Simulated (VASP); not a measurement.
# ZnS (F-43m) in VASP: a series of runs, part 2 of 2

VASP 6.6.1. The steps go on from the part before.

## (4) Electric field gradients, PBE (volume scaled by 1.05)

Input file INCAR:

```
SYSTEM = ZnS
ALGO     = Normal         ! electronic algorithm
EDIFF    = 1E-8           ! SCF threshold, eV
ENCUT    = 520            ! plane-wave cutoff, eV
GGA      = PE             ! functional
ISIF     = 2              ! what is computed and relaxed
ISMEAR   = -1             ! smearing method
LASPH    = .TRUE.         ! aspherical terms in the spheres
LCHARG   = .FALSE.        ! write CHGCAR
LEFG     = .TRUE.       
LREAL    = .FALSE.        ! projectors in reciprocal space
LWAVE    = .FALSE.        ! write WAVECAR
NBANDS   = 16             ! bands
NELM     = 100            ! most SCF steps
PREC     = Accurate       ! precision mode
SIGMA    = 0.01           ! smearing width, eV
```

Input file KPOINTS:

```
k-points
0
G
  8 8 8
  0 0 0
```

Input file POSCAR:

```
ZnS
1.0
    0.0000000000      2.7489964065      2.7489964065
    2.7489964065      0.0000000000      2.7489964065
    2.7489964065      2.7489964065      0.0000000000
Zn S
1 1
Direct
    0.0000000000      0.0000000000      0.0000000000
    0.7500000000      0.7500000000      0.7500000000
```

Potentials or basis: VASP PAW PBE potentials, release 64 (Zn, S).

Started as:

```sh
$ cat potpaw_PBE.64/Zn/POTCAR potpaw_PBE.64/S/POTCAR > POTCAR
$ mpirun -np 1 vasp_std > vasp.out
```

OUTCAR:

```text
SYSTEM = ZnS
   EDIFF = 1E-8
   ENCUT = 520
   GGA = PE
   ISIF = 2
   ISMEAR = -1
   LASPH = .TRUE.
   LREAL = .FALSE.
   NELM = 100
   PREC = Accurate

 ion  position               nearest neighbor table
   1  0.000  0.000  0.000-   2 2.38   2 2.38   2 2.38   2 2.38
   2  0.750  0.750  0.750-   1 2.38   1 2.38   1 2.38   1 2.38

  LATTYP: Found a face centered cubic cell.
 ALAT       =     5.4979928130

  Lattice vectors:

 A1 = (   0.0000000000,   2.7489964065,   2.7489964065)
 A2 = (   2.7489964065,   0.0000000000,   2.7489964065)
 A3 = (   2.7489964065,   2.7489964065,   0.0000000000)

Analysis of symmetry for initial positions (statically):
=====================================================================
 Subroutine PRICEL returns:
 Original cell was already a primitive cell.

 Routine SETGRP: Setting up the symmetry group for a
 face centered cubic supercell.

 Subroutine GETGRP returns: Found 24 space group operations
 (whereof 24 operations were pure point group operations)
 out of a pool of 48 trial point group operations.

The static configuration has the point symmetry T_d .

Analysis of symmetry for dynamics (positions and initial velocities):
=====================================================================
 Subroutine PRICEL returns:
 Original cell was already a primitive cell.

 Routine SETGRP: Setting up the symmetry group for a
 face centered cubic supercell.

 Subroutine GETGRP returns: Found 24 space group operations
 (whereof 24 operations were pure point group operations)
 out of a pool of 48 trial point group operations.

The dynamic configuration has the point symmetry T_d .

[... 158 lines left out ...]
      4      -4.5088      2.00000
      5      -4.0700      2.00000
      6      -4.0700      2.00000
[... 433 lines left out ...]
      3      -4.3426      2.00000
      4      -4.1100      2.00000
      5      -4.0578      2.00000
      6      -3.8263      2.00000
[... 8 lines left out ...]
     15      14.9043      0.00000
     16      15.6631      0.00000

 [... further k-points ...]

------------------------ aborting loop because EDIFF is reached ----------------------------------------

  FORCE on cell =-STRESS in cart. coord.  units (eV):
  Direction    XX          YY          ZZ          XY          YZ          ZX
  --------------------------------------------------------------------------------------
  -------------------------------------------------------------------------------------
  Total       -0.4698717     -0.4698717     -0.4698717      0.0000000     -0.0000000      0.0000000
  in kB      -18.1191325    -18.1191325    -18.1191325      0.0000000     -0.0000000      0.0000000
  external PRESSURE =     -18.1191325 kB  Pullay stress =       0.0000000 kB

 VOLUME and BASIS-vectors are now :
 -----------------------------------------------------------------------------
  energy-cutoff  :      520.00
  volume of cell :       41.55
      direct lattice vectors                 reciprocal lattice vectors
     0.000000000  2.748996406  2.748996406    -0.181884559  0.181884559  0.181884559
     2.748996406  0.000000000  2.748996406     0.181884559 -0.181884559  0.181884559
     2.748996406  2.748996406  0.000000000     0.181884559  0.181884559 -0.181884559

 POSITION                                       TOTAL-FORCE (eV/Angst)
 -----------------------------------------------------------------------------------
      0.00000      0.00000      0.00000         0.000000      0.000000      0.000000
      4.12349      4.12349      4.12349        -0.000000     -0.000000     -0.000000
 -----------------------------------------------------------------------------------
    total drift:                                0.000000      0.000000      0.000000

  FREE ENERGIE OF THE ION-ELECTRON SYSTEM (eV)
  ---------------------------------------------------
  free  energy   TOTEN  =        -6.8460068395 eV

  energy  without entropy=       -6.8460068395  energy(sigma->0) =       -6.84600684

 Electric field gradients (V/A^2)
---------------------------------------------------------------------
 ion       V_xx      V_yy      V_zz      V_xy      V_xz      V_yz
---------------------------------------------------------------------
   1      -0.000    -0.000    -0.000     0.005     0.005     0.005
   2      -0.000     0.000     0.000    -0.000    -0.000    -0.000
---------------------------------------------------------------------

 Electric field gradients after diagonalization (V/A^2)
 (convention: |V_zz| > |V_xx| > |V_yy|)
----------------------------------------------------------------------
 ion       V_xx      V_yy      V_zz     asymmetry (V_yy - V_xx)/ V_zz
----------------------------------------------------------------------
   1      -0.005    -0.005     0.010       0.000
   2       0.000     0.000    -0.000       0.000
----------------------------------------------------------------------

           NMR quadrupolar parameters

 Cq : quadrupolar parameter    Cq=e*Q*V_zz/h
 eta: asymmetry parameters     (V_yy - V_xx)/ V_zz
 Q  : nuclear electric quadrupole moment in mb (millibarn)
----------------------------------------------------------------------
 ion       Cq(MHz)       eta       Q (mb)
----------------------------------------------------------------------
   1       0.000       0.000       1.000
   2      -0.000       0.000       1.000
----------------------------------------------------------------------
```

OSZICAR:

```text
N       E                     dE             d eps       ncg     rms          rms(c)
DAV:   1     0.895694483462E+02    0.89569E+02   -0.88529E+03   928   0.132E+03
DAV:   2    -0.146157304991E+01   -0.91031E+02   -0.85386E+02  1040   0.261E+02
DAV:   3    -0.721264775047E+01   -0.57511E+01   -0.57262E+01  1120   0.643E+01
DAV:   4    -0.727362697936E+01   -0.60979E-01   -0.60966E-01  1120   0.682E+00
DAV:   5    -0.727435529791E+01   -0.72832E-03   -0.72830E-03  1216   0.712E-01    0.626E+00
DAV:   6    -0.686477743466E+01    0.40958E+00   -0.73661E-01  1368   0.291E+01    0.493E+00
DAV:   7    -0.684626306275E+01    0.18514E-01   -0.23415E-01  1080   0.425E+00    0.255E+00
DAV:   8    -0.684553691476E+01    0.72615E-03   -0.47880E-03  1184   0.712E-01    0.653E-01
DAV:   9    -0.684583405241E+01   -0.29714E-03   -0.11309E-03  1128   0.272E-01    0.107E-01
DAV:  10    -0.684601011113E+01   -0.17606E-03   -0.20219E-04  1112   0.151E-01    0.603E-02
DAV:  11    -0.684600557351E+01    0.45376E-05   -0.38314E-05  1120   0.104E-01    0.566E-03
DAV:  12    -0.684600676636E+01   -0.11929E-05   -0.38891E-06  1320   0.219E-02    0.418E-03
DAV:  13    -0.684600682943E+01   -0.63072E-07   -0.72563E-07  1144   0.946E-03    0.178E-03
DAV:  14    -0.684600681059E+01    0.18848E-07   -0.93881E-08  1224   0.235E-03    0.106E-03
DAV:  15    -0.684600683054E+01   -0.19956E-07   -0.46489E-09   880   0.116E-03    0.174E-04
DAV:  16    -0.684600683946E+01   -0.89212E-08   -0.19468E-09   616   0.653E-04
   1 F= -.68460068E+01 E0= -.68460068E+01  d E =-.380222E-13
```

Run time: 25 s. Hardware: 1 thread of AMD EPYC 7R43 (Zen 3), shared host; peak memory 0.13 GiB.

Results:

```yaml
Free_energy: -6.8460 eV
Pressure: -1.8 GPa
Band_gap_on_the_k_mesh: 1.89 eV, direct
```

Caveat: without QUAD_EFG the Cq values of the log hold for a quadrupole moment of 1 mb, not for the nuclei.

## (5) Electric field gradients, PBE (volume scaled by 1.05)

Input file INCAR:

```
PREC = Accurate
ENCUT = 520
EDIFF = 1E-8
ISMEAR = -1
SIGMA = 0.01
LREAL = F
LASPH = T
NELM = 100
ALGO = Normal
ISIF = 2
LWAVE = F
LCHARG = F
GGA = PE
LEFG = T
NBANDS = 16
```

Input file KPOINTS:

```
regular mesh
0
Gamma
  8 8 8
```

POSCAR is that of step 4.

Potentials or basis: VASP PAW PBE potentials, release 64 (Zn, S).

Started as:

```sh
$ cat potpaw_PBE.64/Zn/POTCAR potpaw_PBE.64/S/POTCAR > POTCAR
$ mpirun -np 1 vasp_std > vasp.out
```

OUTCAR:

```text
PREC = Accurate
   ENCUT = 520
   EDIFF = 1E-8
   ISMEAR = -1
   LREAL = F
   LASPH = T
   NELM = 100
   ISIF = 2
   GGA = PE

 ion  position               nearest neighbor table
   1  0.000  0.000  0.000-   2 2.38   2 2.38   2 2.38   2 2.38
   2  0.750  0.750  0.750-   1 2.38   1 2.38   1 2.38   1 2.38

  LATTYP: Found a face centered cubic cell.
 ALAT       =     5.4979928130

  Lattice vectors:

 A1 = (   0.0000000000,   2.7489964065,   2.7489964065)
 A2 = (   2.7489964065,   0.0000000000,   2.7489964065)
 A3 = (   2.7489964065,   2.7489964065,   0.0000000000)

Analysis of symmetry for initial positions (statically):
=====================================================================
 Subroutine PRICEL returns:
 Original cell was already a primitive cell.

 Routine SETGRP: Setting up the symmetry group for a
 face centered cubic supercell.

 Subroutine GETGRP returns: Found 24 space group operations
 (whereof 24 operations were pure point group operations)
 out of a pool of 48 trial point group operations.

The static configuration has the point symmetry T_d .

Analysis of symmetry for dynamics (positions and initial velocities):
=====================================================================
 Subroutine PRICEL returns:
 Original cell was already a primitive cell.

 Routine SETGRP: Setting up the symmetry group for a
 face centered cubic supercell.

 Subroutine GETGRP returns: Found 24 space group operations
 (whereof 24 operations were pure point group operations)
 out of a pool of 48 trial point group operations.

The dynamic configuration has the point symmetry T_d .

[... 149 lines left out ...]
 cond. band min:       3.5299792883   @ k =   0.0000   0.0000   0.0000
 fundamental gap:      1.8908316627
 Fermi energy:         1.8902598980

 k-point     1 :       0.0000    0.0000    0.0000
  band No.  band energies     occupation
      1     -11.1544      2.00000
      2      -4.5088      2.00000
      3      -4.5088      2.00000
      4      -4.5088      2.00000
      5      -4.0700      2.00000
      6      -4.0700      2.00000
[... 433 lines left out ...]
      3      -4.3426      2.00000
      4      -4.1100      2.00000
      5      -4.0578      2.00000
      6      -3.8263      2.00000
[... 8 lines left out ...]
     15      14.9043      0.00000
     16      15.6631      0.00000

 [... further k-points ...]
[... 5 lines left out ...]
  --------------------------------------------------------------------------------------
  -------------------------------------------------------------------------------------
  Total       -0.4698717     -0.4698717     -0.4698717      0.0000000     -0.0000000      0.0000000
  in kB      -18.1191325    -18.1191325    -18.1191325      0.0000000     -0.0000000      0.0000000
  external PRESSURE =     -18.1191325 kB  Pullay stress =       0.0000000 kB

 VOLUME and BASIS-vectors are now :
 -----------------------------------------------------------------------------
  energy-cutoff  :      520.00
  volume of cell :       41.55
      direct lattice vectors                 reciprocal lattice vectors
     0.000000000  2.748996406  2.748996406    -0.181884559  0.181884559  0.181884559
     2.748996406  0.000000000  2.748996406     0.181884559 -0.181884559  0.181884559
     2.748996406  2.748996406  0.000000000     0.181884559  0.181884559 -0.181884559

 POSITION                                       TOTAL-FORCE (eV/Angst)
 -----------------------------------------------------------------------------------
      0.00000      0.00000      0.00000         0.000000      0.000000      0.000000
      4.12349      4.12349      4.12349        -0.000000     -0.000000     -0.000000
 -----------------------------------------------------------------------------------
    total drift:                                0.000000      0.000000      0.000000

  FREE ENERGIE OF THE ION-ELECTRON SYSTEM (eV)
  ---------------------------------------------------
  free  energy   TOTEN  =        -6.8460068395 eV

  energy  without entropy=       -6.8460068395  energy(sigma->0) =       -6.84600684

 Electric field gradients (V/A^2)
---------------------------------------------------------------------
 ion       V_xx      V_yy      V_zz      V_xy      V_xz      V_yz
---------------------------------------------------------------------
   1      -0.000    -0.000    -0.000     0.005     0.005     0.005
   2      -0.000     0.000     0.000    -0.000    -0.000    -0.000
---------------------------------------------------------------------

 Electric field gradients after diagonalization (V/A^2)
 (convention: |V_zz| > |V_xx| > |V_yy|)
----------------------------------------------------------------------
 ion       V_xx      V_yy      V_zz     asymmetry (V_yy - V_xx)/ V_zz
----------------------------------------------------------------------
   1      -0.005    -0.005     0.010       0.000
   2       0.000     0.000    -0.000       0.000
----------------------------------------------------------------------

           NMR quadrupolar parameters

 Cq : quadrupolar parameter    Cq=e*Q*V_zz/h
 eta: asymmetry parameters     (V_yy - V_xx)/ V_zz
 Q  : nuclear electric quadrupole moment in mb (millibarn)
----------------------------------------------------------------------
 ion       Cq(MHz)       eta       Q (mb)
----------------------------------------------------------------------
   1       0.000       0.000       1.000
   2      -0.000       0.000       1.000
----------------------------------------------------------------------
```

OSZICAR:

```text
N       E                     dE             d eps       ncg     rms          rms(c)
DAV:   1     0.895694483462E+02    0.89569E+02   -0.88529E+03   928   0.132E+03
DAV:   2    -0.146157304991E+01   -0.91031E+02   -0.85386E+02  1040   0.261E+02
DAV:   3    -0.721264775047E+01   -0.57511E+01   -0.57262E+01  1120   0.643E+01
DAV:   4    -0.727362697936E+01   -0.60979E-01   -0.60966E-01  1120   0.682E+00
DAV:   5    -0.727435529791E+01   -0.72832E-03   -0.72830E-03  1216   0.712E-01    0.626E+00
DAV:   6    -0.686477743466E+01    0.40958E+00   -0.73661E-01  1368   0.291E+01    0.493E+00
DAV:   7    -0.684626306275E+01    0.18514E-01   -0.23415E-01  1080   0.425E+00    0.255E+00
DAV:   8    -0.684553691476E+01    0.72615E-03   -0.47880E-03  1184   0.712E-01    0.653E-01
DAV:   9    -0.684583405241E+01   -0.29714E-03   -0.11309E-03  1128   0.272E-01    0.107E-01
DAV:  10    -0.684601011113E+01   -0.17606E-03   -0.20219E-04  1112   0.151E-01    0.603E-02
DAV:  11    -0.684600557351E+01    0.45376E-05   -0.38314E-05  1120   0.104E-01    0.566E-03
DAV:  12    -0.684600676636E+01   -0.11929E-05   -0.38891E-06  1320   0.219E-02    0.418E-03
DAV:  13    -0.684600682943E+01   -0.63072E-07   -0.72563E-07  1144   0.946E-03    0.178E-03
DAV:  14    -0.684600681059E+01    0.18848E-07   -0.93881E-08  1224   0.235E-03    0.106E-03
DAV:  15    -0.684600683054E+01   -0.19956E-07   -0.46489E-09   880   0.116E-03    0.174E-04
DAV:  16    -0.684600683946E+01   -0.89212E-08   -0.19468E-09   616   0.653E-04
   1 F= -.68460068E+01 E0= -.68460068E+01  d E =-.380222E-13
```

It took 25 s on 1 thread of AMD EPYC 7R43 (Zen 3), shared host; peak memory 0.13 GiB.

What came out:

| Quantity | Value |
| --- | --- |
| Free energy | -6.8460 eV |
| Pressure | -1.8 GPa |
| Band gap on the k mesh | 1.89 eV, direct |

Caveat: without QUAD_EFG the Cq values of the log hold for a quadrupole moment of 1 mb, not for the nuclei.

## (6) Summary

```csv
cell,gap on the mesh (eV),pressure (GPa)
"a = 3.825 Å, angles 60.0°, 2 atoms",2.10,1.5
"a = 3.857 Å, angles 60.0°, 2 atoms",1.99,-0.2
"a = 3.888 Å, angles 60.0°, 2 atoms",1.89,-1.8
```

Alike in all rows: task electric field gradients; level PBE; potentials or basis VASP PAW PBE potentials, release 64 (Zn, S); no spin polarisation; k mesh 8 × 8 × 8; cutoff (eV) 520; smearing fermi-dirac 0.01 eV.

Total energies depend on the potentials used, so only differences within one code and one set of settings carry meaning.

## (7) Comparison with measurements

Step 2. Measured gap of ZnS: 3.85 eV (direct; 19 K; quoted in “Electronic, vibrational, and thermodynamic properties of ZnS (zincblende and rocksalt structure)”, 2009, arxiv:0911.5022). This calculation gives 2.10 eV (-1.75 eV). The value is that of PBE, without temperature or zero-point motion. Semilocal functionals fall short of measured gaps as a rule.
